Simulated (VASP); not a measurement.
A run of VASP 6.6.1:

File INCAR:

```
PREC = Accurate
ENCUT = 520
EDIFF = 1E-6
ISMEAR = 0
SIGMA = 0.1
LREAL = F
LASPH = T
NELM = 80
ALGO = Normal
ISIF = 2
LWAVE = F
LCHARG = F
GGA = PE
NBANDS = 19
```

KPOINTS

```
Automatic mesh
0
Gamma
  8 8 10
```

Contents of POSCAR:

```
Be2Se
1.0
    4.7437396245      0.0000000000      0.0000000000
    0.0000000000      5.7278055260      0.0000000000
    0.0000000000      0.0000000000      3.4982244411
Be Se
4 2
Direct
    0.3169664398      0.9041620942      0.5000000000
    0.8169664398      0.5958379058      0.0000000000
    0.6830335602      0.0958379058      0.5000000000
    0.1830335602      0.4041620942      0.0000000000
    0.5000000000      0.5000000000      0.5000000000
    0.0000000000      0.0000000000      0.0000000000
```

Potentials or basis: VASP PAW PBE potentials, release 64 (Be, Se).

Launch:

```sh
$ cat potpaw_PBE.64/Be/POTCAR potpaw_PBE.64/Se/POTCAR > POTCAR
$ mpirun -np 1 vasp_std > vasp.out
```

Hardware: 1 thread of Intel(R) Xeon(R) 6975P-C (Granite Rapids) (shared host).

Q: How long does it take, and how much memory?

A: Run time: 84 s on 1 thread of Intel(R) Xeon(R) 6975P-C (Granite Rapids) (shared host), peak memory 0.38 GiB. Counts: scf iterations 14, k points 150.
